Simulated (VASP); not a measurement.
# HfC (rocksalt type) (Fm-3m) in VASP: a series of runs

HfC (rocksalt type) is run at these levels: PBE; tasks: single point.

Program: VASP 6.6.1. These are calculated values, not measurements. Logs are shortened: lines on timing, memory, paths and dates and some standing lists are left out, and cuts for length are marked.

### Step 1. The cell of the first run

The structure is cubic, space group Fm-3m (No. 225). Conventional cell: a = 3.923 Å, b = 3.923 Å, c = 3.923 Å, α = 90.00°, β = 90.00°, γ = 90.00°. Hf (site symmetry m-3m) has 6 C at 1.96 Å within 2.6 Å. C (site symmetry m-3m) has 6 Hf at 1.96 Å within 2.6 Å.

### Step 2. Single point, PBE (volume scaled by 0.6)

File INCAR:

```
SYSTEM = HfC
ALGO = Normal ; EDIFF = 1E-6
ENCUT = 520 ; GGA = PE
ISIF = 2 ; ISMEAR = -1
LASPH = .True. ; LCHARG = .True.
LELF = .True. ; LREAL = .False.
LVHAR = .True. ; LWAVE = .False.
NBANDS = 14 ; NELM = 80
PREC = Accurate ; SIGMA = 0.08
```

File KPOINTS:

```
k-points
0
Gamma
  15 15 15
  0 0 0
```

File POSCAR:

```
HfC
1.0
    0.0000000000      1.9614555596      1.9614555596
    1.9614555596      0.0000000000      1.9614555596
    1.9614555596      1.9614555596      0.0000000000
Hf C
1 1
Direct
    0.0000000000      0.0000000000      0.0000000000
    0.5000000000      0.5000000000      0.5000000000
```

Potentials or basis: VASP PAW PBE potentials, release 64 (Hf_pv, C).

Command:

```sh
$ cat potpaw_PBE.64/Hf_pv/POTCAR potpaw_PBE.64/C/POTCAR > POTCAR
$ mpirun -np 1 vasp_std > vasp.out
```

OUTCAR:

```text
SYSTEM = HfC
   EDIFF = 1E-6
   ENCUT = 520
   GGA = PE
   ISIF = 2
   ISMEAR = -1
   LASPH = .True.
   LREAL = .False.
   NELM = 80
   PREC = Accurate

 ion  position               nearest neighbor table
   1  0.000  0.000  0.000-   2 1.96   2 1.96   2 1.96   2 1.96   2 1.96   2 1.96
   2  0.500  0.500  0.500-   1 1.96   1 1.96   1 1.96   1 1.96   1 1.96   1 1.96

  LATTYP: Found a face centered cubic cell.
 ALAT       =     3.9229111192

  Lattice vectors:

 A1 = (   0.0000000000,   1.9614555596,   1.9614555596)
 A2 = (   1.9614555596,   0.0000000000,   1.9614555596)
 A3 = (   1.9614555596,   1.9614555596,   0.0000000000)

Analysis of symmetry for initial positions (statically):
=====================================================================
 Subroutine PRICEL returns:
 Original cell was already a primitive cell.

 Routine SETGRP: Setting up the symmetry group for a
 face centered cubic supercell.

 Subroutine GETGRP returns: Found 48 space group operations
 (whereof 48 operations were pure point group operations)
 out of a pool of 48 trial point group operations.

The static configuration has the point symmetry O_h .

Analysis of symmetry for dynamics (positions and initial velocities):
=====================================================================
 Subroutine PRICEL returns:
 Original cell was already a primitive cell.

 Routine SETGRP: Setting up the symmetry group for a
 face centered cubic supercell.

 Subroutine GETGRP returns: Found 48 space group operations
 (whereof 48 operations were pure point group operations)
 out of a pool of 48 trial point group operations.

The dynamic configuration has the point symmetry O_h .

 Subroutine INISYM returns: Found 48 space group operations
 (whereof 48 operations are pure point group operations),
 and found     1 'primitive' translations

----------------------------------------------------------------------------------------

                                     Primitive cell

  volume of cell :      15.0926

  direct lattice vectors                    reciprocal lattice vectors
     0.000000000  1.961455560  1.961455560    -0.254912734  0.254912734  0.254912734
     1.961455560  0.000000000  1.961455560     0.254912734 -0.254912734  0.254912734
     1.961455560  1.961455560  0.000000000     0.254912734  0.254912734 -0.254912734

  length of vectors
     2.773917054  2.773917054  2.773917054     0.441521807  0.441521807  0.441521807

  position of ions in fractional coordinates (direct lattice)
     0.000000000  0.000000000  0.000000000
     0.500000000  0.500000000  0.500000000
[... 83 lines left out ...]
   ISIF   =      2    stress and relaxation
   ISYM   =      2    0-nonsym 1-usesym 2-fastsym
   POTIM  = 0.5000    time-step for ionic-motion
   TEBEG  =    0.0;   TEEND  =   0.0 temperature during run
   PSTRESS=    0.0 pullay stress
   NELECT =      14.0000    total number of electrons
   NUPDOWN=      -1.0000    fix difference up-down
   EMIN   =  10.00;   EMAX   =-10.00  energy-range for DOS
   EFERMI =   0.00;   METHOD = LEGACY
   ISMEAR =    -1;   SIGMA  =   0.08  broadening in eV -4-tet -1-fermi 0-gaus
   EFERMI_NEDOS =   21; number of points for ismear=-14 and -15
   IALGO  =     38    algorithm
   IMIX   =      4    mixing-type and parameters
     AMIX     =   0.40;   BMIX     =  1.00
     AMIX_MAG =   1.60;   BMIX_MAG =  1.00
  volume/ion in A,a.u.               =       7.55        50.93
  Fermi-wavevector in a.u.,A,eV,Ry     =   1.596598  3.017134 34.682973  2.549127
  Thomas-Fermi vector in A             =   2.694336
   LORBIT       =      0    0 simple, 1 ext, 2 COOP (PROOUT), +10 PAW based schemes
   GGA     = PE    functional components
   LHFCALC =     F    Hartree Fock is set to
   AEXX    =    0.0000 exact exchange contribution
   IVDW    =     0    specifies the selected vdW correction
   LEPSILON=     F    determine dielectric tensor
   LRPA    =     F    only Hartree local field effects (RPA)
 non-spin polarized calculation
  energy-cutoff  :      520.00
  volume of cell :       15.09
 maximum number of plane-waves:       419
 NGX is ok and might be reduce to    24
   NGX = 11   NGY = 11   NGZ = 11

 number of electron      13.9999999 magnetization

 Free energy of the ion-electron system (eV)
  ---------------------------------------------------
  ext. energy  EPLUGINS =         0.00000000
  ---------------------------------------------------
  free energy    TOTEN  =       -14.24150808 eV

  energy without entropy =      -14.23686726  energy(sigma->0) =      -14.23918767

 E-fermi :  10.8726     XC(G=0): -15.0266

 val. band max:       10.8703781013   @ k =   0.0667   0.0000   0.0000
 cond. band min:      10.8907839460   @ k =   0.2000   0.1333   0.0000
 fundamental gap:      0.0204058446
 Fermi energy:        10.8726321051

 k-point     1 :       0.0000    0.0000    0.0000
  band No.  band energies     occupation
      1     -16.5502      2.00000
      2     -16.5502      2.00000
      3     -16.5502      2.00000
      4      -3.8843      2.00000
      5      11.7083      0.00006
      6      11.7083      0.00006
      7      11.7083      0.00006
      8      11.9631      0.00000
      9      11.9631      0.00000
     10      11.9631      0.00000
     11      15.5646      0.00000
     12      15.5646      0.00000
     13      23.0969      0.00000
     14      24.7289      0.00000
[... 377 lines left out ...]
      1     -17.7478      2.00000
      2     -16.8717      2.00000
      3     -16.8278      2.00000
      4      -1.7838      2.00000
      5       6.4851      2.00000
      6       9.1161      2.00000
      7       9.8419      1.99999
      8      10.8908      0.88704
      9      15.5309      0.00000
     10      15.9953      0.00000
     11      17.5361      0.00000
     12      21.9241      0.00000
     13      26.8230      0.00000
     14      27.2720      0.00000

 [... further k-points ...]
[... 5 lines left out ...]
  --------------------------------------------------------------------------------------
  -------------------------------------------------------------------------------------
  Total       31.2576681     31.2576681     31.2576681      0.0000000      0.0000000      0.0000000
  in kB     3318.1937711   3318.1937711   3318.1937711      0.0000000      0.0000000      0.0000000
  external PRESSURE =    3318.1937711 kB  Pullay stress =       0.0000000 kB

 VOLUME and BASIS-vectors are now :
 -----------------------------------------------------------------------------
  energy-cutoff  :      520.00
  volume of cell :       15.09
      direct lattice vectors                 reciprocal lattice vectors
     0.000000000  1.961455560  1.961455560    -0.254912734  0.254912734  0.254912734
     1.961455560  0.000000000  1.961455560     0.254912734 -0.254912734  0.254912734
     1.961455560  1.961455560  0.000000000     0.254912734  0.254912734 -0.254912734

 POSITION                                       TOTAL-FORCE (eV/Angst)
 -----------------------------------------------------------------------------------
      0.00000      0.00000      0.00000         0.000000      0.000000      0.000000
      1.96146      1.96146      1.96146        -0.000000     -0.000000     -0.000000
 -----------------------------------------------------------------------------------
    total drift:                                0.000000     -0.000000     -0.000000

  FREE ENERGIE OF THE ION-ELECTRON SYSTEM (eV)
  ---------------------------------------------------
  free  energy   TOTEN  =       -14.2415080775 eV

  energy  without entropy=      -14.2368672616  energy(sigma->0) =      -14.23918767
```

It took 52 s on 1 thread of AMD EPYC 7R13, shared host; peak memory 0.13 GiB.

Results:

| Quantity | Value |
| --- | --- |
| Free energy | -14.2415 eV |
| Pressure | 331.8 GPa |
| Band gap on the k mesh | zero (band 7 reaches 11.76 eV, above the bottom of band 8 at 10.23 eV) |

Caveat: spin-orbit coupling is left out, which moves the levels of the heavy elements.

### Step 3. Single point, PBE (volume scaled by 0.7)

File INCAR:

```
SYSTEM = HfC
PREC = Accurate
ENCUT = 520
EDIFF = 1E-6
ISMEAR = -1
SIGMA = 0.08
LREAL = .False.
LASPH = .True.
NELM = 60
ALGO = Normal
ISIF = 2
LWAVE = .False.
LCHARG = .False.
GGA = PE
NBANDS = 14
```

File KPOINTS:

```
regular mesh
0
Gamma
  15 15 15
  0 0 0
```

File POSCAR:

```
HfC
1.0
    0.0000000000      2.0648764416      2.0648764416
    2.0648764416      0.0000000000      2.0648764416
    2.0648764416      2.0648764416      0.0000000000
Hf C
1 1
Direct
    0.0000000000      0.0000000000      0.0000000000
    0.5000000000      0.5000000000      0.5000000000
```

Potentials or basis: VASP PAW PBE potentials, release 64 (Hf_pv, C).

Command:

```sh
$ cat potpaw_PBE.64/Hf_pv/POTCAR potpaw_PBE.64/C/POTCAR > POTCAR
$ mpirun -np 1 vasp_std > vasp.out
```

OUTCAR:

```text
SYSTEM = HfC
   PREC = Accurate
   ENCUT = 520
   EDIFF = 1E-6
   ISMEAR = -1
   LREAL = .False.
   LASPH = .True.
   NELM = 60
   ISIF = 2
   GGA = PE

 ion  position               nearest neighbor table
   1  0.000  0.000  0.000-   2 2.06   2 2.06   2 2.06   2 2.06   2 2.06   2 2.06
   2  0.500  0.500  0.500-   1 2.06   1 2.06   1 2.06   1 2.06   1 2.06   1 2.06

  LATTYP: Found a face centered cubic cell.
 ALAT       =     4.1297528832

  Lattice vectors:

 A1 = (   0.0000000000,   2.0648764416,   2.0648764416)
 A2 = (   2.0648764416,   0.0000000000,   2.0648764416)
 A3 = (   2.0648764416,   2.0648764416,   0.0000000000)

Analysis of symmetry for initial positions (statically):
=====================================================================
 Subroutine PRICEL returns:
 Original cell was already a primitive cell.

 Routine SETGRP: Setting up the symmetry group for a
 face centered cubic supercell.

 Subroutine GETGRP returns: Found 48 space group operations
 (whereof 48 operations were pure point group operations)
 out of a pool of 48 trial point group operations.

The static configuration has the point symmetry O_h .

Analysis of symmetry for dynamics (positions and initial velocities):
=====================================================================
 Subroutine PRICEL returns:
 Original cell was already a primitive cell.

 Routine SETGRP: Setting up the symmetry group for a
 face centered cubic supercell.

 Subroutine GETGRP returns: Found 48 space group operations
 (whereof 48 operations were pure point group operations)
 out of a pool of 48 trial point group operations.

The dynamic configuration has the point symmetry O_h .

 Subroutine INISYM returns: Found 48 space group operations
 (whereof 48 operations are pure point group operations),
 and found     1 'primitive' translations

----------------------------------------------------------------------------------------

                                     Primitive cell

[... 114 lines left out ...]
   LORBIT       =      0    0 simple, 1 ext, 2 COOP (PROOUT), +10 PAW based schemes
   GGA     = PE    functional components
   LHFCALC =     F    Hartree Fock is set to
   AEXX    =    0.0000 exact exchange contribution
   IVDW    =     0    specifies the selected vdW correction
   LEPSILON=     F    determine dielectric tensor
   LRPA    =     F    only Hartree local field effects (RPA)
 non-spin polarized calculation
  energy-cutoff  :      520.00
  volume of cell :       17.61
 maximum number of plane-waves:       495
 NGX is ok and might be reduce to    24
   NGX = 11   NGY = 11   NGZ = 11

 number of electron      14.0000001 magnetization

 Free energy of the ion-electron system (eV)
  ---------------------------------------------------
  ext. energy  EPLUGINS =         0.00000000
  ---------------------------------------------------
  free energy    TOTEN  =       -18.06453743 eV

  energy without entropy =      -18.05998965  energy(sigma->0) =      -18.06226354

 E-fermi :   9.1682     XC(G=0): -14.1515

 val. band max:        9.1663063504   @ k =   0.4667   0.4000   0.0000
 cond. band min:       9.2930465220   @ k =   0.4000   0.3333   0.0000
 fundamental gap:      0.1267401716
 Fermi energy:         9.1682370836

 k-point     1 :       0.0000    0.0000    0.0000
  band No.  band energies     occupation
      1     -18.8153      2.00000
      2     -18.8153      2.00000
      3     -18.8153      2.00000
      4      -4.9573      2.00000
      5      10.2549      0.00000
      6      10.2549      0.00000
      7      10.2549      0.00000
      8      10.3351      0.00000
      9      10.3351      0.00000
     10      10.3351      0.00000
     11      13.5313      0.00000
     12      13.5313      0.00000
     13      20.6758      0.00000
     14      21.0756      0.00000
[... 377 lines left out ...]
      1     -19.5373      2.00000
      2     -19.0129      2.00000
      3     -18.9866      2.00000
      4      -3.3537      2.00000
      5       5.5330      2.00000
      6       7.8645      2.00000
      7       8.3657      1.99991
      8       9.5016      0.03054
      9      13.5515      0.00000
     10      13.9556      0.00000
     11      15.1988      0.00000
     12      18.6532      0.00000
     13      22.9482      0.00000
     14      24.8220      0.00000

 [... further k-points ...]
[... 5 lines left out ...]
  --------------------------------------------------------------------------------------
  -------------------------------------------------------------------------------------
  Total       18.8248127     18.8248127     18.8248127     -0.0000000     -0.0000000     -0.0000000
  in kB     1712.8883011   1712.8883011   1712.8883011     -0.0000000     -0.0000000     -0.0000000
  external PRESSURE =    1712.8883011 kB  Pullay stress =       0.0000000 kB

 VOLUME and BASIS-vectors are now :
 -----------------------------------------------------------------------------
  energy-cutoff  :      520.00
  volume of cell :       17.61
      direct lattice vectors                 reciprocal lattice vectors
     0.000000000  2.064876442  2.064876442    -0.242145239  0.242145239  0.242145239
     2.064876442  0.000000000  2.064876442     0.242145239 -0.242145239  0.242145239
     2.064876442  2.064876442  0.000000000     0.242145239  0.242145239 -0.242145239

 POSITION                                       TOTAL-FORCE (eV/Angst)
 -----------------------------------------------------------------------------------
      0.00000      0.00000      0.00000         0.000000     -0.000000     -0.000000
      2.06488      2.06488      2.06488        -0.000000      0.000000      0.000000
 -----------------------------------------------------------------------------------
    total drift:                                0.000000     -0.000000     -0.000000

  FREE ENERGIE OF THE ION-ELECTRON SYSTEM (eV)
  ---------------------------------------------------
  free  energy   TOTEN  =       -18.0645374319 eV

  energy  without entropy=      -18.0599896487  energy(sigma->0) =      -18.06226354
```

It took 58 s on 1 thread of AMD EPYC 7R13, shared host; peak memory 0.13 GiB.

What came out:

```
Free energy            : -18.0645 eV
Pressure               : 171.3 GPa
Band gap on the k mesh : zero (band 7 reaches 10.25 eV, above the bottom of band 8 at 8.62 eV)
```

Caveat: spin-orbit coupling is left out, which moves the levels of the heavy elements.

### Step 4. Single point, PBE (volume scaled by 0.7)

File INCAR:

```
PREC = Accurate
ENCUT = 520
EDIFF = 1E-6
ISMEAR = -1
SIGMA = 0.08
LREAL = F
LASPH = T
NELM = 60
ALGO = Normal
ISIF = 2
LWAVE = F
LCHARG = F
GGA = PE
NBANDS = 14
```

File KPOINTS:

```
Automatic mesh
0
Gamma
  15 15 15
```

POSCAR is that of step 3.

Command:

```sh
$ cat potpaw_PBE.64/Hf_pv/POTCAR potpaw_PBE.64/C/POTCAR > POTCAR
$ mpirun -np 1 vasp_std > vasp.out
```

It took 54 s on 1 thread of AMD EPYC 7R13, shared host; peak memory 0.13 GiB.

Results (log left out):

```
Free energy            : -18.0645 eV
Pressure               : 171.3 GPa
Band gap on the k mesh : zero (band 7 reaches 10.25 eV, above the bottom of band 8 at 8.62 eV)
```

Levels at points of the mesh, in eV from the Fermi level:
```csv
k point,band 5,band 6,band 7,band 8,band 9,band 10
"(0.00, 0.00, 0.00)",1.09,1.09,1.09,1.17,1.17,1.17
```

Caveat: spin-orbit coupling is left out, which moves the levels of the heavy elements.

### Step 5. Single point, PBE (volume scaled by 0.8)

File INCAR:

```
  PREC = Accurate
  ENCUT = 520
  EDIFF = 1E-6
  ISMEAR = -1
  SIGMA = 0.08
  LREAL = F
  LASPH = T
  NELM = 100
  ALGO = Normal
  ISIF = 2
  LWAVE = F
  LCHARG = F
  GGA = PE
  NBANDS = 14
```

KPOINTS is that of step 4.

File POSCAR:

```
HfC
1.0
    0.0000000000      2.1588611866      2.1588611866
    2.1588611866      0.0000000000      2.1588611866
    2.1588611866      2.1588611866      0.0000000000
Hf C
1 1
Direct
    0.0000000000      0.0000000000      0.0000000000
    0.5000000000      0.5000000000      0.5000000000
```

Command:

```sh
$ cat potpaw_PBE.64/Hf_pv/POTCAR potpaw_PBE.64/C/POTCAR > POTCAR
$ mpirun -np 1 vasp_std > vasp.out
```

It took 49 s on 1 thread of AMD EPYC 7R13, shared host; peak memory 0.14 GiB.

The run converged. Its results:

```
Free energy            : -19.9890 eV
Pressure               : 82.0 GPa
Band gap on the k mesh : zero (band 7 reaches 8.92 eV, above the bottom of band 8 at 7.39 eV)
```

Levels at points of the mesh, in eV from the Fermi level:
| k point | band 4 | band 5 | band 6 | band 7 | band 8 | band 9 | band 10 | band 11 |
| --- | --- | --- | --- | --- | --- | --- | --- | --- |
| (0.00, 0.00, 0.00) | -13.44 | 1.10 | 1.10 | 1.10 | 1.36 | 1.36 | 1.36 | 4.06 |

Caveat: spin-orbit coupling is left out, which moves the levels of the heavy elements.

### Step 6. The runs side by side

| cell | gap on the mesh (eV) | pressure (GPa) |
| --- | --- | --- |
| a = 2.774 Å, angles 60.0°, 2 atoms | none | 331.8 |
| a = 2.920 Å, angles 60.0°, 2 atoms | none | 171.3 |
| a = 3.053 Å, angles 60.0°, 2 atoms | none | 82.0 |

Alike in all rows: task single point; level PBE; potentials or basis VASP PAW PBE potentials, release 64 (Hf_pv, C); no spin polarisation; k mesh 15 × 15 × 15; cutoff (eV) 520; smearing fermi-dirac 0.08 eV.

Caveats: spin-orbit coupling is left out, which moves the levels of the heavy elements.

Total energies depend on the potentials used, so only differences within one code and one set of settings carry meaning.
